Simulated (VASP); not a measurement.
# Au (P6_3/mmc) in VASP: notebook

The runs below take Au through single point, relaxation of cell and atoms, with PBE.

Program: VASP 6.6.1. These are calculated values, not measurements. Logs are shortened: lines on timing, memory, paths and dates and some standing lists are left out, and cuts for length are marked.

### Step 1. The cell of the first run

The structure is hexagonal, space group P6_3/mmc (No. 194). The conventional cell has a = 2.620 Å, b = 2.620 Å, c = 4.279 Å, α = 90.00°, β = 90.00°, γ = 120.00°. Au (site symmetry -6m2) has 12 Au at 2.62 Å within 3.5 Å.

This isn't the form of Au at room conditions, which is fcc.

### Step 2. Single point, PBE

Input file INCAR:

```
SYSTEM = Au
ALGO     = Fast           ! electronic algorithm
EDIFF    = 1E-7           ! SCF threshold, eV
ENCUT    = 520            ! plane-wave cutoff, eV
GGA      = PE             ! functional
ISIF     = 2              ! what is computed and relaxed
ISMEAR   = 0              ! smearing method
LASPH    = .True.         ! aspherical terms in the spheres
LCHARG   = .False.        ! write CHGCAR
LREAL    = .False.        ! projectors in reciprocal space
LWAVE    = .False.        ! write WAVECAR
NBANDS   = 18             ! bands
NELM     = 100            ! most SCF steps
PREC     = Accurate       ! precision mode
SIGMA    = 0.1            ! smearing width, eV
```

Input file KPOINTS:

```
k-points
0
Gamma
  6 6 4
  0 0 0
```

Input file POSCAR:

```
Au
1.0
    2.6202199713      0.0000000000      0.0000000000
   -1.3101099857      2.2691770587      0.0000000000
    0.0000000000      0.0000000000      4.2787857656
Au
2
Direct
    0.3333333333      0.6666666667      0.2500000000
    0.6666666667      0.3333333333      0.7500000000
```

Potentials or basis: VASP PAW PBE potentials, release 64 (Au).

Launch:

```bash
$ cat potpaw_PBE.64/Au/POTCAR > POTCAR
$ mpirun -np 1 vasp_std > vasp.out
```

OUTCAR:

```text
SYSTEM = Au
   EDIFF = 1E-7
   ENCUT = 520
   GGA = PE
   ISIF = 2
   ISMEAR = 0
   LASPH = .True.
   LREAL = .False.
   NELM = 100
   PREC = Accurate

 ion  position               nearest neighbor table
   1  0.333  0.667  0.250-   2 2.62   2 2.62   2 2.62   2 2.62   2 2.62   2 2.62
   2  0.667  0.333  0.750-   1 2.62   1 2.62   1 2.62   1 2.62   1 2.62   1 2.62

  LATTYP: Found a hexagonal cell.
 ALAT       =     2.6202199713
 C/A-ratio  =     1.6329872348

  Lattice vectors:

 A1 = (   2.6202199713,   0.0000000000,   0.0000000000)
 A2 = (  -1.3101099857,   2.2691770587,   0.0000000000)
 A3 = (   0.0000000000,   0.0000000000,   4.2787857656)

Analysis of symmetry for initial positions (statically):
=====================================================================
 Subroutine PRICEL returns:
 Original cell was already a primitive cell.

 Routine SETGRP: Setting up the symmetry group for a
 hexagonal supercell.

 Subroutine GETGRP returns: Found 24 space group operations
 (whereof 12 operations were pure point group operations)
 out of a pool of 24 trial point group operations.

The static configuration has the point symmetry D_3d.
 The point group associated with its full space group is D_6h.

Analysis of symmetry for dynamics (positions and initial velocities):
=====================================================================
 Subroutine PRICEL returns:
 Original cell was already a primitive cell.

 Routine SETGRP: Setting up the symmetry group for a
 hexagonal supercell.

 Subroutine GETGRP returns: Found 24 space group operations
 (whereof 12 operations were pure point group operations)
 out of a pool of 24 trial point group operations.

The dynamic configuration has the point symmetry D_3d.
 The point group associated with its full space group is D_6h.

 Subroutine INISYM returns: Found 24 space group operations
 (whereof 12 operations are pure point group operations),
 and found     1 'primitive' translations

----------------------------------------------------------------------------------------

                                     Primitive cell

  volume of cell :      25.4406

  direct lattice vectors                    reciprocal lattice vectors
     2.620219971  0.000000000  0.000000000     0.381647347  0.220344198  0.000000000
    -1.310109986  2.269177059  0.000000000     0.000000000  0.440688397  0.000000000
     0.000000000  0.000000000  4.278785766     0.000000000  0.000000000  0.233711164

  length of vectors
     2.620219971  2.620219971  4.278785766     0.440688397  0.440688397  0.233711164

[... 77 lines left out ...]
   LREAL  =      F    real-space projection
   EDIFFG = 0.1E-05   stopping-criterion for IOM
   NSW    =      0    number of steps for IOM
   IBRION =     -1    ionic relax: 0-MD 1-quasi-New 2-CG
   NFREE  =      0    steps in history (QN), initial steepest desc. (CG)
   ISIF   =      2    stress and relaxation
   ISYM   =      2    0-nonsym 1-usesym 2-fastsym
   POTIM  = 0.5000    time-step for ionic-motion
   TEBEG  =    0.0;   TEEND  =   0.0 temperature during run
   PSTRESS=    0.0 pullay stress
   NELECT =      22.0000    total number of electrons
   NUPDOWN=      -1.0000    fix difference up-down
   EMIN   =  10.00;   EMAX   =-10.00  energy-range for DOS
   EFERMI =   0.00;   METHOD = LEGACY
   ISMEAR =     0;   SIGMA  =   0.10  broadening in eV -4-tet -1-fermi 0-gaus
   EFERMI_NEDOS =   21; number of points for ismear=-14 and -15
   IALGO  =     68    algorithm
   IMIX   =      4    mixing-type and parameters
     AMIX     =   0.40;   BMIX     =  1.00
     AMIX_MAG =   1.60;   BMIX_MAG =  1.00
  volume/ion in A,a.u.               =      12.72        85.84
  Fermi-wavevector in a.u.,A,eV,Ry     =   1.559697  2.947399 33.098266  2.432654
  Thomas-Fermi vector in A             =   2.663017
   LORBIT       =      0    0 simple, 1 ext, 2 COOP (PROOUT), +10 PAW based schemes
   GGA     = PE    functional components
   LHFCALC =     F    Hartree Fock is set to
   AEXX    =    0.0000 exact exchange contribution
   IVDW    =     0    specifies the selected vdW correction
   LEPSILON=     F    determine dielectric tensor
   LRPA    =     F    only Hartree local field effects (RPA)
 non-spin polarized calculation
 RMM-DIIS sequential band-by-band and
 Gauss-broadening in eV      SIGMA  =   0.10
  energy-cutoff  :      520.00
  volume of cell :       25.44
 maximum number of plane-waves:       705
 NGX is ok and might be reduce to    20
   NGX =  9   NGY =  9   NGZ = 15

 number of electron      22.0000001 magnetization

 Free energy of the ion-electron system (eV)
  ---------------------------------------------------
  ext. energy  EPLUGINS =         0.00000000
  ---------------------------------------------------
  free energy    TOTEN  =        -3.40711627 eV

  energy without entropy =       -3.39772497  energy(sigma->0) =       -3.40242062

 E-fermi :  15.4606     XC(G=0): -14.5362

 val. band max:       15.2800280074   @ k =   0.3333   0.1667   0.0000
 cond. band min:      15.4749823518   @ k =   0.3333   0.1667   0.2500
 fundamental gap:      0.1949543445
 Fermi energy:        15.4605859573

 k-point     1 :       0.0000    0.0000    0.0000
  band No.  band energies     occupation
      1       1.8298      2.00000
      2       4.6548      2.00000
      3       8.5371      2.00000
      4       8.7049      2.00000
      5       8.7049      2.00000
      6       9.3009      2.00000
[... 418 lines left out ...]
      5       8.5930      2.00000
      6       8.5930      2.00000
[... 10 lines left out ...]
     17      33.8640      0.00000
     18      33.8640      0.00000

------------------------ aborting loop because EDIFF is reached ----------------------------------------

  FORCE on cell =-STRESS in cart. coord.  units (eV):
  Direction    XX          YY          ZZ          XY          YZ          ZX
  --------------------------------------------------------------------------------------
  -------------------------------------------------------------------------------------
  Total       20.5286193     20.5286193     20.8481856     -0.0000000     -0.0000000      0.0000000
  in kB     1292.8366149   1292.8366150   1312.9620307     -0.0000000     -0.0000000      0.0000000
  external PRESSURE =    1299.5450869 kB  Pullay stress =       0.0000000 kB

 VOLUME and BASIS-vectors are now :
 -----------------------------------------------------------------------------
  energy-cutoff  :      520.00
  volume of cell :       25.44
      direct lattice vectors                 reciprocal lattice vectors
     2.620219971  0.000000000  0.000000000     0.381647347  0.220344198  0.000000000
    -1.310109986  2.269177059  0.000000000     0.000000000  0.440688397  0.000000000
     0.000000000  0.000000000  4.278785766     0.000000000  0.000000000  0.233711164

 POSITION                                       TOTAL-FORCE (eV/Angst)
 -----------------------------------------------------------------------------------
     -0.00000      1.51278      1.06970        -0.000000     -0.000000      0.000000
      1.31011      0.75639      3.20909         0.000000      0.000000      0.000000
 -----------------------------------------------------------------------------------
    total drift:                                0.000000     -0.000000      0.000000

  FREE ENERGIE OF THE ION-ELECTRON SYSTEM (eV)
  ---------------------------------------------------
  free  energy   TOTEN  =        -3.4071162673 eV

  energy  without entropy=       -3.3977249742  energy(sigma->0) =       -3.40242062
```

stdout:

```text
POSCAR found type information on POSCAR Au
 POSCAR found :  1 types and       2 ions
 scaLAPACK will be used
 LDA part: xc-table for (Slater+PW92), standard interpolation
 POSCAR, INCAR and KPOINTS ok, starting setup
 FFT: planning ... GRIDC
 FFT: planning ... GRID_SOFT
 FFT: planning ... GRID
 WAVECAR not read
 entering main loop
```

It took 27 s on 1 thread of Intel Xeon 8259CL, shared host; peak memory 0.14 GiB.

What came out:

| Property | Result |
| --- | --- |
| Free energy | -3.4071 eV |
| Pressure | 130.0 GPa |
| Band gap on the k mesh | zero (bands 11 and 12 overlap by 8.82 eV) |

Stress tensor (GPa, compression positive):
```
129.28   0.00   0.00
  0.00 129.28   0.00
  0.00   0.00 131.30
```

Caveat: the k points lie up to 0.46 Å⁻¹ apart, too coarse for converged energies and pressures of a metal; spin-orbit coupling is left out, which moves the levels of the heavy elements.

### Step 3. Single point, PBE

This run uses another cell than the first one, of 18.07 Å³/atom.

Input file INCAR:

```
ALGO     = Normal         # electronic algorithm
EDIFF    = 1E-6           # SCF threshold, eV
ENCUT    = 520            # plane-wave cutoff, eV
GGA      = PE             # functional
ISIF     = 2              # what is computed and relaxed
ISMEAR   = 0              # smearing method
LASPH    = True           # aspherical terms in the spheres
LCHARG   = False          # write CHGCAR
LREAL    = False          # projectors in reciprocal space
LWAVE    = False          # write WAVECAR
NBANDS   = 18             # bands
NELM     = 100            # most SCF steps
PREC     = Accurate       # precision mode
SIGMA    = 0.1            # smearing width, eV
```

Input file KPOINTS:

```
k-points
0
Gamma
  12 12 6
```

Input file POSCAR:

```
Au
1.0
    2.9225201228      0.0000000000      0.0000000000
   -1.4612600614      2.5309766694      0.0000000000
    0.0000000000      0.0000000000      4.8848721146
Au
2
Direct
    0.3333333333      0.6666666667      0.2500000000
    0.6666666667      0.3333333333      0.7500000000
```

Potentials or basis: VASP PAW PBE potentials, release 64 (Au).

Launch:

```bash
$ cat potpaw_PBE.64/Au/POTCAR > POTCAR
$ mpirun -np 1 vasp_std > vasp.out
```

Run time: 48 s. Hardware: 1 thread of Intel Xeon 8259CL, shared host; peak memory 0.18 GiB.

It converged, with:

| Property | Result |
| --- | --- |
| Free energy | -6.4163 eV |
| Pressure | -0.4 GPa |
| Band gap on the k mesh | zero (bands 11 and 12 overlap by 6.55 eV) |

Stress tensor (GPa, compression positive):
```
-0.57  0.00  0.00
 0.00 -0.57  0.00
 0.00  0.00 -0.02
```

Levels at points of the mesh, in eV from the Fermi level:
```
           k point  band 8  band 9  band 10  band 11  band 12  band 13  band 14  band 15
(0.00, 0.00, 0.00)   -3.36   -3.36    -2.10    -2.10    -0.80     2.50    14.62    15.78
(0.50, 0.00, 0.00)   -1.88   -1.83    -1.66     0.39     1.46     5.67     7.01     7.16
(0.00, 0.00, 0.50)   -4.29   -2.52    -2.52    -2.52    -2.52    10.39    10.39    14.89
(0.50, 0.00, 0.50)   -2.28   -1.73    -1.73     0.61     0.61     3.69     3.69    13.07
```

Caveat: spin-orbit coupling is left out, which moves the levels of the heavy elements.

### Step 4. Relaxation of cell and atoms, PBE

Input file INCAR:

```
SYSTEM = Au
  ALGO = Normal
  EDIFF = 1E-6
  EDIFFG = -0.05
  ENCUT = 600
  GGA = PE
  IBRION = 2
  ISIF = 3
  ISMEAR = 0
  LASPH = .TRUE.
  LCHARG = .FALSE.
  LREAL = .FALSE.
  LWAVE = .FALSE.
  NELM = 60
  NSW = 80
  PREC = Accurate
  SIGMA = 0.1
```

Input file KPOINTS:

```
k-points
0
G
  12 12 6
  0 0 0
```

Input file POSCAR:

```
Au
1.0
    2.6202199713      0.0000000000      0.0000000000
   -1.3101099857      2.2691770587      0.0000000000
    0.0000000000      0.0000000000      4.2787857656
Au
2
Direct
    0.3333333333      0.6666666667      0.2500000000
    0.6666666667      0.3333333333      0.7500000000
```

Potentials or basis: VASP PAW PBE potentials, release 64 (Au).

Launch:

```bash
$ cat potpaw_PBE.64/Au/POTCAR > POTCAR
$ mpirun -np 1 vasp_std > vasp.out
```

OUTCAR:

```text
SYSTEM = Au
   EDIFF = 1E-6
   EDIFFG = -0.05
   ENCUT = 600
   GGA = PE
   IBRION = 2
   ISIF = 3
   ISMEAR = 0
   LASPH = .TRUE.
   LREAL = .FALSE.
   NELM = 60
   NSW = 80
   PREC = Accurate

 ion  position               nearest neighbor table
   1  0.333  0.667  0.250-   2 2.62   2 2.62   2 2.62   2 2.62   2 2.62   2 2.62
   2  0.667  0.333  0.750-   1 2.62   1 2.62   1 2.62   1 2.62   1 2.62   1 2.62

  LATTYP: Found a hexagonal cell.
 ALAT       =     2.6202199713
 C/A-ratio  =     1.6329872348

  Lattice vectors:

 A1 = (   2.6202199713,   0.0000000000,   0.0000000000)
 A2 = (  -1.3101099857,   2.2691770587,   0.0000000000)
 A3 = (   0.0000000000,   0.0000000000,   4.2787857656)

Analysis of symmetry for initial positions (statically):
=====================================================================
 Subroutine PRICEL returns:
 Original cell was already a primitive cell.

[... 1592 lines left out ...]
      9       7.6705      2.00000
     10       7.6716      2.00000
     11       8.3795      2.00000
     12      12.5819      0.00000
     13      16.5903      0.00000
     14      18.4164      0.00000
     15      22.5119      0.00000

 [... further k-points ...]

[... ionic steps 4 to 11 ...]

--------------------------------------- Ionic step       12  -------------------------------------------

 number of electron      21.9999998 magnetization

------------------------ aborting loop because EDIFF is reached ----------------------------------------
[... 67 lines left out ...]
--------------------------------------- Ionic step       14  -------------------------------------------

 number of electron      21.9999998 magnetization

 Free energy of the ion-electron system (eV)
  ---------------------------------------------------
  ext. energy  EPLUGINS =         0.00000000
  ---------------------------------------------------
  free energy    TOTEN  =        -6.40929873 eV

  energy without entropy =       -6.40342499  energy(sigma->0) =       -6.40636186

 E-fermi :   8.5380     XC(G=0): -12.3808

 val. band max:        8.5336029154   @ k =   0.4167   0.0833   0.1667
 cond. band min:       8.5567683486   @ k =   0.4167   0.0833   0.0000
 fundamental gap:      0.0231654332
 Fermi energy:         8.5379918055
[... 461 lines left out ...]
  FREE ENERGIE OF THE ION-ELECTRON SYSTEM (eV)
  ---------------------------------------------------
  free  energy   TOTEN  =        -6.4092987323 eV

  energy  without entropy=       -6.4034249939  energy(sigma->0) =       -6.40636186

 reached required accuracy - stopping structural energy minimisation
```

OSZICAR:

```text
N       E                     dE             d eps       ncg     rms          rms(c)
DAV:   1     0.143742735729E+03    0.14374E+03   -0.13589E+04  2280   0.167E+03
[... 124 lines left out ...]
       N       E                     dE             d eps       ncg     rms          rms(c)
DAV:   1    -0.641683001385E+01   -0.81684E-02   -0.41227E-01  2476   0.528E+00    0.431E-01
DAV:   2    -0.641116641887E+01    0.56636E-02   -0.45777E-03  2420   0.672E-01    0.210E-01
DAV:   3    -0.640931665809E+01    0.18498E-02   -0.27195E-03  2504   0.466E-01    0.626E-02
DAV:   4    -0.640929816031E+01    0.18498E-04   -0.19122E-04  2672   0.115E-01    0.305E-02
DAV:   5    -0.640929951751E+01   -0.13572E-05   -0.10136E-05  2525   0.278E-02    0.924E-03
DAV:   6    -0.640929873234E+01    0.78517E-06   -0.17340E-06  1280   0.134E-02
  14 F= -.64092987E+01 E0= -.64063619E+01  d E =-.197877E-02
```

CONTCAR:

```text
Au
   1.00000000000000
     2.9125115871848912   -0.0000000000062407   -0.0000000000000000
    -1.4562557936534279    2.5223090233893108    0.0000000000000000
    -0.0000000000000000   -0.0000000000000000    4.9068726051848000
  Au
     2
Direct
     0.3333333332999970    0.6666666667000030    0.2500000000000000
     0.6666666667000030    0.3333333332999970    0.7500000000000000

  0.00000000E+00  0.00000000E+00  0.00000000E+00
  0.00000000E+00  0.00000000E+00  0.00000000E+00
```

It took 7.4 min on 1 thread of Intel Xeon 8259CL, shared host; peak memory 0.19 GiB.

What came out:

* Free energy: -6.4093 eV
* Relaxed volume: 18.02 Å³/atom
* Relaxed cell: a = 2.913 Å, b = 2.913 Å, c = 4.907 Å, α = 90.00°, β = 90.00°, γ = 120.00°
* Space group after relaxing (to 0.1 Å): P6_3/mmc (No. 194)
* Energy gained by relaxing: 1459.4 meV/atom
* Ionic steps: 14
* Pressure after relaxing: 0.0 GPa
* Band gap on the k mesh: zero (bands 11 and 12 overlap by 6.58 eV)

Step by step:
| step | energy change (eV) | largest force (eV/Å) | pressure (GPa) | volume (Å³) |
| --- | --- | --- | --- | --- |
| 1 | 0.0000 | 0.0000 | 129.76 | 25.44 |
| 2 | 0.9998 | 0.0000 | -8.20 | 85.34 |
| 3 | 0.1446 | 0.0000 | -11.80 | 71.34 |
| 4 | -0.8683 | 0.0000 | -15.41 | 59.44 |
| 5 | -2.7656 | 0.0000 | -10.60 | 40.07 |
| 6 | -2.6950 | 0.0000 | 21.04 | 32.20 |
| 7 | -2.9077 | 0.0000 | -3.02 | 36.91 |
| 8 | -2.9160 | 0.0000 | 0.21 | 35.98 |
| 9 | -2.9157 | 0.0000 | -0.66 | 36.22 |
| 10 | -2.9167 | 0.0000 | 0.59 | 35.89 |
| 11 | -2.9167 | 0.0000 | 0.35 | 35.93 |
| 12 | -2.9176 | 0.0000 | 0.18 | 35.97 |
| 13 | -2.9181 | 0.0000 | 0.12 | 36.00 |
| 14 | -2.9187 | 0.0000 | -0.02 | 36.05 |

Final structure:
```xyz
2
Lattice="2.9125 0.0000 0.0000 -1.4563 2.5223 0.0000 0.0000 0.0000 4.9069" Properties=species:S:1:pos:R:3 pbc="T T T"
Au    0.0000    1.6815    1.2267
Au    1.4563    0.8408    3.6802
```

Caveat: the volume moved by over 15 % at a fixed basis, so the end points are rough; spin-orbit coupling is left out, which moves the levels of the heavy elements.

(Continued in part 2 of 2.)
